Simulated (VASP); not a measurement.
# KF (R-3m) in VASP: single point with HSE06

Aim: the single point of KF with HSE06.

Program: VASP 6.6.1. These are calculated values, not measurements. Logs are shortened: lines on timing, memory, paths and dates and some standing lists are left out, and cuts for length are marked.

## (1) The cell of the first run

It takes space group R-3m (No. 166, trigonal). The conventional cell has a = 4.496 Å, b = 4.496 Å, c = 5.650 Å, α = 90.00°, β = 90.00°, γ = 120.00°. K (site symmetry -3m) has 8 F at 2.76 to 2.83 Å and 6 K at 3.21 Å within 3.6 Å. Within 3.6 Å of F (site symmetry -3m) lie 8 K at 2.76 to 2.83 Å and 6 F at 3.21 Å.

## (2) Single point, HSE06 (strain along [111] +2.6%)

POSCAR

```
KF
1.0
    3.2066328188      0.0277621373      0.0277621373
    0.0277621373      3.2066328188      0.0277621373
    0.0277621373      0.0277621373      3.2066328188
K F
1 1
Direct
    0.0000000000      0.0000000000      0.0000000000
    0.5000000000      0.5000000000      0.5000000000
```

INCAR.step1

```
SYSTEM = KF
PREC     = Accurate       ! precision mode
ENCUT    = 520            ! plane-wave cutoff, eV
EDIFF    = 1E-5           ! SCF threshold, eV
ISMEAR   = 0              ! smearing method
SIGMA    = 0.01           ! smearing width, eV
LREAL    = .FALSE.        ! projectors in reciprocal space
LASPH    = .TRUE.         ! aspherical terms in the spheres
NELM     = 100            ! most SCF steps
ALGO     = Normal         ! electronic algorithm
ISIF     = 2              ! what is computed and relaxed
LWAVE    = .TRUE.         ! write WAVECAR
NBANDS   = 15             ! bands
GGA      = PE             ! functional
```

INCAR.step2

```
SYSTEM = KF
PREC     = Accurate       ! precision mode
ENCUT    = 520            ! plane-wave cutoff, eV
EDIFF    = 1E-7           ! SCF threshold, eV
ISMEAR   = 0              ! smearing method
SIGMA    = 0.01           ! smearing width, eV
LREAL    = .FALSE.        ! projectors in reciprocal space
LASPH    = .TRUE.         ! aspherical terms in the spheres
NELM     = 100            ! most SCF steps
ALGO     = Normal         ! electronic algorithm
ISIF     = 2              ! what is computed and relaxed
LWAVE    = .FALSE.        ! write WAVECAR
LCHARG   = .TRUE.         ! write CHGCAR
GGA      = PE             ! functional
LHFCALC  = .TRUE.         ! exact exchange
HFSCREEN = 0.2079         ! screening, 1/A
PRECFOCK = Normal       
LELF     = .TRUE.         ! ELF
LVHAR    = .TRUE.       
NBANDS   = 15             ! bands
ISTART   = 1
```

KPOINTS

```
regular mesh
0
G
  6 6 6
  0 0 0
```

Potentials or basis: VASP PAW PBE potentials, release 64 (K_sv, F).

Started as:

```
> cat potpaw_PBE.64/K_sv/POTCAR potpaw_PBE.64/F/POTCAR > POTCAR
> cp INCAR.step1 INCAR
> mpirun -np 1 vasp_std > vasp.out
> cp INCAR.step2 INCAR
> mpirun -np 1 vasp_std > vasp.out
```

OUTCAR:

```text
SYSTEM = KF
   PREC = Accurate
   ENCUT = 520
   EDIFF = 1E-7
   ISMEAR = 0
   LREAL = .FALSE.
   LASPH = .TRUE.
   NELM = 100
   ISIF = 2
   GGA = PE
   LHFCALC = .TRUE.
   HFSCREEN = 0.2079
   PRECFOCK = Normal
   ISTART = 1

 ion  position               nearest neighbor table
   1  0.000  0.000  0.000-   2 2.76   2 2.76   2 2.76   2 2.76   2 2.76   2 2.76   2 2.83   2 2.83

   2  0.500  0.500  0.500-   1 2.76   1 2.76   1 2.76   1 2.76   1 2.76   1 2.76   1 2.83   1 2.83

  LATTYP: Found a trigonal (rhomboedric) cell.
 ALAT       =     3.2068731667
 COS(alpha) =     0.0173877946

  Lattice vectors:

 A1 = (   3.2066328188,   0.0277621373,   0.0277621373)
 A2 = (   0.0277621373,   3.2066328188,   0.0277621373)
 A3 = (   0.0277621373,   0.0277621373,   3.2066328188)

Analysis of symmetry for initial positions (statically):
=====================================================================
 Subroutine PRICEL returns:
 Original cell was already a primitive cell.

 Routine SETGRP: Setting up the symmetry group for a
 trigonal (rhombohedral) supercell.

 Subroutine GETGRP returns: Found 12 space group operations
 (whereof 12 operations were pure point group operations)
 out of a pool of 12 trial point group operations.

The static configuration has the point symmetry D_3d.

Analysis of symmetry for dynamics (positions and initial velocities):
=====================================================================
 Subroutine PRICEL returns:
 Original cell was already a primitive cell.

 Routine SETGRP: Setting up the symmetry group for a
 trigonal (rhombohedral) supercell.

 Subroutine GETGRP returns: Found 12 space group operations
 (whereof 12 operations were pure point group operations)
 out of a pool of 12 trial point group operations.

The dynamic configuration has the point symmetry D_3d.

 Subroutine INISYM returns: Found 12 space group operations
 (whereof 12 operations are pure point group operations),
 and found     1 'primitive' translations

----------------------------------------------------------------------------------------

                                     Primitive cell

  volume of cell :      32.9648

  direct lattice vectors                    reciprocal lattice vectors
     3.206632819  0.027762137  0.027762137     0.311899960 -0.002677165 -0.002677165
     0.027762137  3.206632819  0.027762137    -0.002677165  0.311899960 -0.002677165
     0.027762137  0.027762137  3.206632819    -0.002677165 -0.002677165  0.311899960

[... 97 lines left out ...]
   EFERMI =   0.00;   METHOD = LEGACY
   ISMEAR =     0;   SIGMA  =   0.01  broadening in eV -4-tet -1-fermi 0-gaus
   EFERMI_NEDOS =   21; number of points for ismear=-14 and -15
   IALGO  =     38    algorithm
   IMIX   =      1    mixing-type and parameters
     AMIX     =   0.40;   BMIX     =  1.00
     AMIX_MAG =   1.60;   BMIX_MAG =  1.00
  volume/ion in A,a.u.               =      16.48       111.23
  Fermi-wavevector in a.u.,A,eV,Ry     =   1.286564  2.431253 22.520991  1.655246
  Thomas-Fermi vector in A             =   2.418631
   LORBIT       =      0    0 simple, 1 ext, 2 COOP (PROOUT), +10 PAW based schemes
   GGA     = PE    functional components
   LHFCALC =     T    Hartree Fock is set to
   PRECFOCK=normal    Normal, Fast or Accurate (Low or Medium for compatibility)
   ENCUT4O =  -1.0   cutoff for four orbital integrals eV
   NKREDX  =     1    reduce k-point grid by
   NKREDY  =     1    reduce k-point grid by
   NKREDZ  =     1    reduce k-point grid by
   AEXX    =    0.2500 exact exchange contribution
   HFSCREEN=    0.2079 screening length (either q_TF or 0.3 A-1)
   HFSCREENC=   0.2079 screening length for correlation (either q_TF or 0.3 A-1)
   ENCUTFOCK=  -1.0 apply spherical cutoff to Coloumb kernel
   IVDW    =     0    specifies the selected vdW correction
   LEPSILON=     F    determine dielectric tensor
   LRPA    =     F    only Hartree local field effects (RPA)
 non-spin polarized calculation
 Gauss-broadening in eV      SIGMA  =   0.01
  energy-cutoff  :      520.00
  volume of cell :       32.96
 maximum number of plane-waves:       914
  NGX = 18; NGY = 18; NGZ = 18

 number of electron      15.9999982 magnetization

 Free energy of the ion-electron system (eV)
  ---------------------------------------------------
  ext. energy  EPLUGINS =         0.00000000
  ---------------------------------------------------
  free energy    TOTEN  =        -9.77256245 eV

  energy without entropy =       -9.77256245  energy(sigma->0) =       -9.77256245

 E-fermi :  -3.3835     XC(G=0):  -7.6259

 val. band max:       -3.4715813602   @ k =   0.5000   0.5000   0.0000
 cond. band min:       5.2145633400   @ k =   0.0000   0.0000   0.0000
 fundamental gap:      8.6861447001
 Fermi energy:        -3.3835226077

 k-point     1 :       0.0000    0.0000    0.0000
  band No.  band energies     occupation
      1     -31.9117      2.00000
      2     -23.9689      2.00000
      3     -13.5132      2.00000
      4     -13.5132      2.00000
      5     -13.4969      2.00000
      6      -3.5109      2.00000
      7      -3.5109      2.00000
      8      -3.5071      2.00000
      9       5.2146      0.00000
     10       7.1325      0.00000
     11       7.1325      0.00000
     12      13.3338      0.00000
     13      13.3338      0.00000
     14      13.4063      0.00000
[... 401 lines left out ...]
      2     -23.8857      2.00000
      3     -14.3549      2.00000
      4     -14.1273      2.00000
      5     -13.5472      2.00000
      6      -4.2975      2.00000
      7      -4.1231      2.00000
      8      -3.7325      2.00000
      9       8.3240      0.00000
     10       9.0126      0.00000
     11      10.4834      0.00000
     12      10.9914      0.00000
     13      11.6469      0.00000
     14      13.7681      0.00000
     15      16.2042      0.00000

 [... further k-points ...]
[... 5 lines left out ...]
  --------------------------------------------------------------------------------------
  -------------------------------------------------------------------------------------
  Total        0.1344917      0.1344917      0.1344917     -0.0250978     -0.0250978     -0.0250978
  in kB        6.5366550      6.5366550      6.5366550     -1.2198217     -1.2198217     -1.2198217
  external PRESSURE =       6.5366550 kB  Pullay stress =       0.0000000 kB

 VOLUME and BASIS-vectors are now :
 -----------------------------------------------------------------------------
  energy-cutoff  :      520.00
  volume of cell :       32.96
      direct lattice vectors                 reciprocal lattice vectors
     3.206632819  0.027762137  0.027762137     0.311899960 -0.002677165 -0.002677165
     0.027762137  3.206632819  0.027762137    -0.002677165  0.311899960 -0.002677165
     0.027762137  0.027762137  3.206632819    -0.002677165 -0.002677165  0.311899960

 POSITION                                       TOTAL-FORCE (eV/Angst)
 -----------------------------------------------------------------------------------
      0.00000      0.00000      0.00000        -0.000000     -0.000000      0.000000
      1.63108      1.63108      1.63108         0.000000      0.000000      0.000000
 -----------------------------------------------------------------------------------
    total drift:                                0.000000      0.000000      0.000000

  FREE ENERGIE OF THE ION-ELECTRON SYSTEM (eV)
  ---------------------------------------------------
  free  energy   TOTEN  =        -9.7725624486 eV

  energy  without entropy=       -9.7725624486  energy(sigma->0) =       -9.77256245
```

It took 43 min on 1 thread of Intel Xeon Platinum 8259CL at 2.50GHz (Skylake/Cascade Lake), shared host; peak memory 0.26 GiB.

Results:

```yaml
Free_energy: -9.7726 eV
Pressure: 0.7 GPa
Band_gap_on_the_k_mesh: 8.69 eV (least direct gap 8.72 eV)
```

Caveat: the cell differs from its parent crystal (strain along [111] +2.6%); the PAW data sets were made with another functional, which shifts forces and pressure a little.
